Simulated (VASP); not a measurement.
# Ti in VASP: settings compared

Aim: see how the results for Ti move with the level of theory and the settings. Levels: r2SCAN, LDA. Tasks: single point.

All numbers are computed with VASP 6.6.1; they aren't measurements. Logs are shortened: lines on timing, memory, paths and dates and some standing lists are left out, and cuts for length are marked.

**1. The cell of the first run**

It takes space group Fm-3m (No. 225, cubic). The conventional cell has a = 4.113 Å, b = 4.113 Å, c = 4.113 Å, α = 90.00°, β = 90.00°, γ = 90.00°. Ti (site symmetry m-3m) has 12 Ti at 2.91 Å within 3.8 Å.

**2. Single point, r2SCAN**

POSCAR

```
Ti
1.0
    0.0000000000      2.0567135898      2.0567135898
    2.0567135898      0.0000000000      2.0567135898
    2.0567135898      2.0567135898      0.0000000000
Ti
1
Direct
    0.0000000000      0.0000000000      0.0000000000
```

INCAR.step1

```
  PREC = Accurate
  ENCUT = 520
  ISMEAR = -1
  SIGMA = 0.05
  LREAL = False
  LASPH = True
  NELM = 60
  NBANDS = 12
  GGA = PE
  ALGO = Normal
  EDIFF = 1E-4
  LWAVE = True
  LCHARG = False
```

INCAR.step2

```
  PREC = Accurate
  ENCUT = 520
  EDIFF = 1E-6
  ISMEAR = -1
  SIGMA = 0.05
  LREAL = False
  LASPH = True
  NELM = 60
  ALGO = Normal
  ISIF = 2
  LWAVE = False
  LCHARG = True
  METAGGA = R2SCAN
  LMIXTAU = True
  LELF = True
  LVHAR = True
  NBANDS = 12
  ISTART = 1
```

KPOINTS

```
Automatic mesh
0
Gamma
  11 11 11
```

Potentials or basis: VASP PAW PBE potentials, release 64 (Ti_sv).

Started as:

```console
cat potpaw_PBE.64/Ti_sv/POTCAR > POTCAR
cp INCAR.step1 INCAR
mpirun -np 1 vasp_std > vasp.out
cp INCAR.step2 INCAR
mpirun -np 1 vasp_std > vasp.out
```

OUTCAR:

```text
PREC = Accurate
   ENCUT = 520
   EDIFF = 1E-6
   ISMEAR = -1
   LREAL = False
   LASPH = True
   NELM = 60
   ISIF = 2
   METAGGA = R2SCAN
   ISTART = 1

 ion  position               nearest neighbor table
   1  0.000  0.000  0.000-

  LATTYP: Found a face centered cubic cell.
 ALAT       =     4.1134271796

  Lattice vectors:

 A1 = (   0.0000000000,   2.0567135898,   2.0567135898)
 A2 = (   2.0567135898,   0.0000000000,   2.0567135898)
 A3 = (   2.0567135898,   2.0567135898,   0.0000000000)

Analysis of symmetry for initial positions (statically):
=====================================================================
 Subroutine PRICEL returns:
 Original cell was already a primitive cell.

 Routine SETGRP: Setting up the symmetry group for a
 face centered cubic supercell.

 Subroutine GETGRP returns: Found 48 space group operations
 (whereof 48 operations were pure point group operations)
 out of a pool of 48 trial point group operations.

The static configuration has the point symmetry O_h .

Analysis of symmetry for dynamics (positions and initial velocities):
=====================================================================
 Subroutine PRICEL returns:
 Original cell was already a primitive cell.

 Routine SETGRP: Setting up the symmetry group for a
 face centered cubic supercell.

 Subroutine GETGRP returns: Found 48 space group operations
 (whereof 48 operations were pure point group operations)
 out of a pool of 48 trial point group operations.

The dynamic configuration has the point symmetry O_h .

 Subroutine INISYM returns: Found 48 space group operations
 (whereof 48 operations are pure point group operations),
 and found     1 'primitive' translations

----------------------------------------------------------------------------------------

                                     Primitive cell

  volume of cell :      17.4001

  direct lattice vectors                    reciprocal lattice vectors
     0.000000000  2.056713590  2.056713590    -0.243106285  0.243106285  0.243106285
     2.056713590  0.000000000  2.056713590     0.243106285 -0.243106285  0.243106285
     2.056713590  2.056713590  0.000000000     0.243106285  0.243106285 -0.243106285

  length of vectors
     2.908632253  2.908632253  2.908632253     0.421072437  0.421072437  0.421072437

  position of ions in fractional coordinates (direct lattice)
     0.000000000  0.000000000  0.000000000

  ion indices of the primitive-cell ions
   primitive index   ion index
                 1           1

----------------------------------------------------------------------------------------

 KPOINTS: Automatic mesh

Automatic generation of k-mesh.
 Grid dimensions read from file:
 generate k-points for:   11   11   11

 Generating k-lattice:

  Cartesian coordinates                     Fractional coordinates (reciprocal lattice)
    -0.022100571  0.022100571  0.022100571     0.090909091  0.000000000  0.000000000
     0.022100571 -0.022100571  0.022100571     0.000000000  0.090909091  0.000000000
     0.022100571  0.022100571 -0.022100571     0.000000000  0.000000000  0.090909091

  Length of vectors
     0.038279312  0.038279312  0.038279312

  Shift w.r.t. Gamma in fractional coordinates (k-lattice)
     0.000000000  0.000000000  0.000000000

 Subroutine IBZKPT returns following result:
 ===========================================

 Found     56 irreducible k-points:

 Following reciprocal coordinates:
            Coordinates               Weight
  0.000000  0.000000  0.000000      1.000000
  0.090909  0.000000  0.000000      8.000000
  0.181818  0.000000  0.000000      8.000000
  0.272727  0.000000  0.000000      8.000000
  0.363636  0.000000  0.000000      8.000000
  0.454545  0.000000  0.000000      8.000000
[... 16 lines left out ...]
 -0.272727  0.181818  0.000000     24.000000
 -0.181818  0.181818  0.000000     12.000000
 [... further k-points ...]
   k-points           NKPTS =     56   k-points in BZ     NKDIM =     56   number of bands    NBANDS=     12
   number of dos      NEDOS =    301   number of ions     NIONS =      1
   total plane-waves  NPLWV =  13824
   dimension x,y,z NGX =    24 NGY =   24 NGZ =   24
   dimension x,y,z NGXF=    48 NGYF=   48 NGZF=   48
   ions per type =               1
   NGX,Y,Z   is equivalent  to a cutoff of  13.72, 13.72, 13.72 a.u.
   NGXF,Y,Z  is equivalent  to a cutoff of  27.43, 27.43, 27.43 a.u.
 SYSTEM =  unknown system
   PREC   = accura    normal or accurate (medium, high low for compatibility)
   ISTART =      1    job   : 0-new  1-cont  2-samecut
   ICHARG =      0    charge: 1-file 2-atom 10-const
   ISPIN  =      1    spin polarized calculation?
   LNONCOLLINEAR =      F non collinear calculations
   LSORBIT =      F    spin-orbit coupling
   LASPH  =      T    aspherical Exc in radial PAW
   ENCUT  =  520.0 eV  38.22 Ry    6.18 a.u.   5.41  5.41  5.41*2*pi/ulx,y,z
   NELM   =     60;   NELMIN=  2; NELMDL=  0     # of ELM steps
   EDIFF  = 0.1E-05   stopping-criterion for ELM
   LREAL  =      F    real-space projection
[... 7 lines left out ...]
   TEBEG  =    0.0;   TEEND  =   0.0 temperature during run
   PSTRESS=    0.0 pullay stress
   NELECT =      12.0000    total number of electrons
   NUPDOWN=      -1.0000    fix difference up-down
   EMIN   =  10.00;   EMAX   =-10.00  energy-range for DOS
   EFERMI =   0.00;   METHOD = LEGACY
   ISMEAR =    -1;   SIGMA  =   0.05  broadening in eV -4-tet -1-fermi 0-gaus
   EFERMI_NEDOS =   21; number of points for ismear=-14 and -15
   IALGO  =     38    algorithm
   IMIX   =      4    mixing-type and parameters
     AMIX     =   0.40;   BMIX     =  1.00
     AMIX_MAG =   1.60;   BMIX_MAG =  1.00
  volume/ion in A,a.u.               =      17.40       117.42
  Fermi-wavevector in a.u.,A,eV,Ry     =   1.446388  2.733277 28.463902  2.092038
  Thomas-Fermi vector in A             =   2.564462
   LORBIT       =      0    0 simple, 1 ext, 2 COOP (PROOUT), +10 PAW based schemes
   METAGGA = R2SCAN    functional components
   LHFCALC =     F    Hartree Fock is set to
   AEXX    =    0.0000 exact exchange contribution
   IVDW    =     0    specifies the selected vdW correction
   LEPSILON=     F    determine dielectric tensor
   LRPA    =     F    only Hartree local field effects (RPA)
 non-spin polarized calculation
  energy-cutoff  :      520.00
  volume of cell :       17.40
 maximum number of plane-waves:       495
 NGX is ok and might be reduce to    24
   NGX = 11   NGY = 11   NGZ = 11

 number of electron      12.0000002 magnetization

 Free energy of the ion-electron system (eV)
  ---------------------------------------------------
  ext. energy  EPLUGINS =         0.00000000
  ---------------------------------------------------
  free energy    TOTEN  =       -12.88681863 eV

  energy without entropy =      -12.87380737  energy(sigma->0) =      -12.88031300

 E-fermi :   8.2008     XC(G=0): -12.4027

 val. band max:        8.1846313457   @ k =   0.2727   0.0909   0.0000
 cond. band min:       8.2011563221   @ k =   0.3636   0.0000   0.0000
 fundamental gap:      0.0165249764
 Fermi energy:         8.2008181261

 k-point     1 :       0.0000    0.0000    0.0000
  band No.  band energies     occupation
      1     -50.8362      2.00000
      2     -25.6416      2.00000
      3     -25.6415      2.00000
      4     -25.6415      2.00000
      5       1.7451      2.00000
      6       9.2128      0.00000
      7       9.2128      0.00000
      8       9.2128      0.00000
      9      11.0124      0.00000
     10      11.0124      0.00000
     11      23.9848      0.00000
     12      28.8639      0.00000

 k-point     2 :       0.0909    0.0000    0.0000
  band No.  band energies     occupation
      1     -50.8263      2.00000
      2     -25.6985      2.00000
      3     -25.6487      2.00000
      4     -25.6486      2.00000
      5       2.0204      2.00000
      6       9.0367      0.00000
      7       9.3085      0.00000
      8       9.3085      0.00000
      9      10.9508      0.00000
     10      10.9508      0.00000
     11      24.1724      0.00000
     12      26.9823      0.00000

 k-point     3 :       0.1818    0.0000    0.0000
  band No.  band energies     occupation
      1     -50.7994      2.00000
      2     -25.8495      2.00000
      3     -25.6675      2.00000
      4     -25.6674      2.00000
      5       2.7966      2.00000
      6       8.6234      0.00043
      7       9.4859      0.00000
      8       9.4859      0.00000
      9      10.8971      0.00000
     10      10.8972      0.00000
     11      23.4996      0.00000
     12      25.1586      0.00000
[... 286 lines left out ...]
 k-point    23 :      -0.2727    0.1818    0.0000
  band No.  band energies     occupation
      1     -50.7216      2.00000
      2     -26.1388      2.00000
      3     -25.8584      2.00000
      4     -25.7141      2.00000
      5       5.3945      2.00000
      6       7.8836      1.99649
      7       8.6918      0.00011
      8       9.9136      0.00000
      9      10.7921      0.00000
     10      12.6429      0.00000
     11      19.8174      0.00000
     12      22.1205      0.00000

 k-point    24 :      -0.1818    0.1818    0.0000
  band No.  band energies     occupation
      1     -50.7519      2.00000
      2     -26.0252      2.00000
      3     -25.7984      2.00000
      4     -25.6854      2.00000
      5       4.3117      2.00000
      6       8.0497      1.90715
      7       9.1450      0.00000
      8      10.1257      0.00000
      9      10.2076      0.00000
     10      11.9274      0.00000
     11      22.2038      0.00000
     12      22.5839      0.00000

 [... further k-points ...]
[... 5 lines left out ...]
  --------------------------------------------------------------------------------------
  -------------------------------------------------------------------------------------
  Total        0.0079596      0.0079596      0.0079596     -0.0000000     -0.0000000      0.0000000
  in kB        0.7329106      0.7329106      0.7329106     -0.0000000     -0.0000000      0.0000000
  external PRESSURE =       0.7329106 kB  Pullay stress =       0.0000000 kB

 VOLUME and BASIS-vectors are now :
 -----------------------------------------------------------------------------
  energy-cutoff  :      520.00
  volume of cell :       17.40
      direct lattice vectors                 reciprocal lattice vectors
     0.000000000  2.056713590  2.056713590    -0.243106285  0.243106285  0.243106285
     2.056713590  0.000000000  2.056713590     0.243106285 -0.243106285  0.243106285
     2.056713590  2.056713590  0.000000000     0.243106285  0.243106285 -0.243106285

 POSITION                                       TOTAL-FORCE (eV/Angst)
 -----------------------------------------------------------------------------------
      0.00000      0.00000      0.00000         0.000000      0.000000      0.000000
 -----------------------------------------------------------------------------------
    total drift:                               -0.000000     -0.000000     -0.000000

  FREE ENERGIE OF THE ION-ELECTRON SYSTEM (eV)
  ---------------------------------------------------
  free  energy   TOTEN  =       -12.8868186285 eV

  energy  without entropy=      -12.8738073724  energy(sigma->0) =      -12.88031300
```

Wall time 2 min (1 thread of AMD EPYC, shared host); peak memory 0.11 GiB.

What came out:

```yaml
Free_energy: -12.8868 eV
Pressure: 0.1 GPa
Band_gap_on_the_k_mesh: zero (band 6 reaches 9.21 eV, above the bottom of band 7 at 7.95 eV)
```

Caveat: the PAW data sets were made with another functional, which shifts forces and pressure a little.

**3. Single point, r2SCAN**

This run uses another cell than the first one, of 17.73 Å³/atom, 1.019 times its volume.

POSCAR

```
Ti
1.0
    0.0000000000      2.0698140295      2.0698140295
    2.0698140295      0.0000000000      2.0698140295
    2.0698140295      2.0698140295      0.0000000000
Ti
1
Direct
    0.0000000000      0.0000000000      0.0000000000
```

INCAR.step1

```
ALGO     = Normal         # electronic algorithm
EDIFF    = 1E-4           # SCF threshold, eV
ENCUT    = 520            # plane-wave cutoff, eV
GGA      = PE             # functional
ISMEAR   = -1             # smearing method
LASPH    = T              # aspherical terms in the spheres
LCHARG   = F              # write CHGCAR
LREAL    = F              # projectors in reciprocal space
LWAVE    = T              # write WAVECAR
NBANDS   = 12             # bands
NELM     = 100            # most SCF steps
PREC     = Accurate       # precision mode
SIGMA    = 0.05           # smearing width, eV
```

INCAR.step2

```
ALGO     = Normal         # electronic algorithm
EDIFF    = 1E-6           # SCF threshold, eV
ENCUT    = 520            # plane-wave cutoff, eV
ISIF     = 2              # what is computed and relaxed
ISMEAR   = -1             # smearing method
ISTART   = 1            
LASPH    = T              # aspherical terms in the spheres
LCHARG   = F              # write CHGCAR
LMIXTAU  = T            
LREAL    = F              # projectors in reciprocal space
LWAVE    = F              # write WAVECAR
METAGGA  = R2SCAN         # meta-GGA
NBANDS   = 12             # bands
NELM     = 100            # most SCF steps
PREC     = Accurate       # precision mode
SIGMA    = 0.05           # smearing width, eV
```

KPOINTS

```
k-points
0
Gamma
  11 11 11
```

Potentials or basis: VASP PAW PBE potentials, release 64 (Ti_sv).

Started as:

```console
cat potpaw_PBE.64/Ti_sv/POTCAR > POTCAR
cp INCAR.step1 INCAR
mpirun -np 1 vasp_std > vasp.out
cp INCAR.step2 INCAR
mpirun -np 1 vasp_std > vasp.out
```

It took 2 min on 1 thread of AMD EPYC, shared host; peak memory 0.12 GiB.

The run converged. Its results:

| Quantity | Value |
| --- | --- |
| Free energy | -12.8850 eV |
| Pressure | -2.0 GPa |
| Band gap on the k mesh | zero (band 6 reaches 8.99 eV, above the bottom of band 7 at 7.77 eV) |

Levels at points of the mesh, in eV from the Fermi level:
```csv
k point,band 2,band 3,band 4,band 5,band 6,band 7,band 8,band 9,band 10,band 11
"(0.00, 0.00, 0.00)",-33.90,-33.90,-33.90,-6.41,1.00,1.00,1.00,2.75,2.75,15.68
```

Caveat: the PAW data sets were made with another functional, which shifts forces and pressure a little.

**4. Single point, LDA**

This run uses another cell than the first one, of 16.73 Å³/atom, 0.962 times its volume.

INCAR

```
ALGO = Normal
EDIFF = 1E-6
ENCUT = 520
ISIF = 2
ISMEAR = 1
LASPH = True
LCHARG = False
LREAL = False
LWAVE = False
NBANDS = 12
NELM = 80
PREC = Accurate
SIGMA = 0.05
```

KPOINTS

```
k-points
0
Gamma
  8 8 8
```

POSCAR

```
Ti
1.0
    0.0217680000      1.9986910000      2.0313150000
    2.0064570000      0.0029940000      2.0500890000
    2.0395050000      2.0505140000     -0.0300550000
Ti
1
Direct
   -0.0156700000      0.0038100000      0.0066290000
```

Potentials or basis: VASP PAW LDA potentials, release 64 (Ti_sv).

Started as:

```console
cat potpaw_LDA.64/Ti_sv/POTCAR > POTCAR
mpirun -np 1 vasp_std > vasp.out
```

Wall time 1.7 min (1 thread of AMD EPYC, shared host); peak memory 0.13 GiB.

Results (log left out):

```yaml
Free_energy: -8.4789 eV
Pressure: -5.2 GPa
Band_gap_on_the_k_mesh: zero (band 6 reaches 9.05 eV, above the bottom of band 7 at 7.92 eV)
```

Stress tensor (GPa, compression positive):
```
-4.66 -1.12  0.34
-1.12 -4.81  0.64
 0.34  0.64 -6.01
```

Levels at points of the mesh, in eV from the Fermi level:
| k point | band 3 | band 4 | band 5 | band 6 | band 7 | band 8 | band 9 | band 10 |
| --- | --- | --- | --- | --- | --- | --- | --- | --- |
| (0.00, 0.00, 0.00) | -32.18 | -32.15 | -6.13 | 0.61 | 0.82 | 1.04 | 2.44 | 2.63 |
| (0.50, 0.00, 0.00) | -32.31 | -32.29 | -2.68 | 0.52 | 0.77 | 1.02 | 3.62 | 3.81 |
| (0.00, 0.50, 0.00) | -32.28 | -32.28 | -2.69 | 0.58 | 0.80 | 0.85 | 3.54 | 3.81 |
| (0.50, 0.50, 0.00) | -32.46 | -32.40 | -2.75 | -1.84 | 2.83 | 3.65 | 3.98 | 4.00 |
| (0.00, 0.00, 0.50) | -32.26 | -32.23 | -2.73 | 0.56 | 0.60 | 0.91 | 3.59 | 3.68 |
| (0.50, 0.00, 0.50) | -32.47 | -32.44 | -2.74 | -1.87 | 3.13 | 3.61 | 3.93 | 4.07 |
| (0.00, 0.50, 0.50) | -32.49 | -32.43 | -2.74 | -1.89 | 3.23 | 3.63 | 3.94 | 4.06 |
| (0.50, 0.50, 0.50) | -32.30 | -32.25 | -2.70 | 0.42 | 0.82 | 0.98 | 3.62 | 3.75 |

**5. Single point, LDA**

This run uses another cell than the first one, of 16.73 Å³/atom, 0.962 times its volume.

INCAR

```
ALGO = Normal ; EDIFF = 1E-7
ENCUT = 520 ; GGA = CA
ISIF = 2 ; ISMEAR = 1
LASPH = T ; LCHARG = F
LREAL = F ; LWAVE = F
NBANDS = 12 ; NELM = 100
PREC = Accurate ; SIGMA = 0.05
```

KPOINTS

```
k-points
0
Gamma
  10 10 10
```

POSCAR is that of step 4.

Started as:

```console
cat potpaw_LDA.64/Ti_sv/POTCAR > POTCAR
mpirun -np 1 vasp_std > vasp.out
```

Run time: 3.1 min. Hardware: 1 thread of AMD EPYC, shared host; peak memory 0.17 GiB.

It converged, with:

| Quantity | Value |
| --- | --- |
| Free energy | -8.4836 eV |
| Pressure | -5.1 GPa |
| Band gap on the k mesh | zero (band 6 reaches 9.11 eV, above the bottom of band 7 at 8.03 eV) |

Stress tensor (GPa, compression positive):
```
-4.37 -1.88  0.26
-1.88 -4.68  1.60
 0.26  1.60 -6.29
```

Levels at points of the mesh, in eV from the Fermi level:
```csv
k point,band 2,band 3,band 4,band 5,band 6,band 7,band 8,band 9,band 10,band 11
"(0.00, 0.00, 0.00)",-32.16,-32.12,-32.10,-6.09,0.66,0.87,1.09,2.48,2.67,15.54
"(0.50, 0.00, 0.00)",-32.93,-32.26,-32.24,-2.64,0.56,0.82,1.06,3.67,3.86,8.83
"(0.00, 0.50, 0.00)",-32.92,-32.24,-32.23,-2.65,0.62,0.85,0.89,3.59,3.86,8.64
"(0.50, 0.50, 0.00)",-32.86,-32.41,-32.35,-2.71,-1.79,2.87,3.69,4.03,4.05,10.80
"(0.00, 0.00, 0.50)",-32.89,-32.21,-32.18,-2.69,0.59,0.65,0.95,3.64,3.73,8.30
"(0.50, 0.00, 0.50)",-32.86,-32.42,-32.39,-2.70,-1.82,3.18,3.66,3.98,4.12,11.10
"(0.00, 0.50, 0.50)",-32.86,-32.44,-32.38,-2.70,-1.84,3.27,3.68,3.99,4.11,11.20
"(0.50, 0.50, 0.50)",-32.91,-32.25,-32.20,-2.66,0.46,0.85,1.02,3.66,3.79,8.60
```

**6. Summary**

| level | potentials or basis | cell | k mesh | smearing | gap on the mesh (eV) | pressure (GPa) |
| --- | --- | --- | --- | --- | --- | --- |
| r2SCAN | VASP PAW PBE potentials, release 64 (Ti_sv) | a = 2.909 Å, angles 60.0°, 1 atom | 11 × 11 × 11 | fermi-dirac 0.05 eV | none | 0.1 |
| r2SCAN | VASP PAW PBE potentials, release 64 (Ti_sv) | a = 2.927 Å, angles 60.0°, 1 atom | 11 × 11 × 11 | fermi-dirac 0.05 eV | none | -2.0 |
| LDA | VASP PAW LDA potentials, release 64 (Ti_sv) | a = 2.850, b = 2.869, c = 2.892 Å, angles 60.9, 60.3, 59.0°, 1 atom | 8 × 8 × 8 | methfessel-paxton 0.05 eV | none | -5.2 |
| LDA | VASP PAW LDA potentials, release 64 (Ti_sv) | a = 2.850, b = 2.869, c = 2.892 Å, angles 60.9, 60.3, 59.0°, 1 atom | 10 × 10 × 10 | methfessel-paxton 0.05 eV | none | -5.1 |

Alike in all rows: task single point; no spin polarisation; cutoff (eV) 520.

Caveats: the PAW data sets were made with another functional, which shifts forces and pressure a little (some runs).

Total energies depend on the potentials used, so only differences within one code and one set of settings carry meaning.
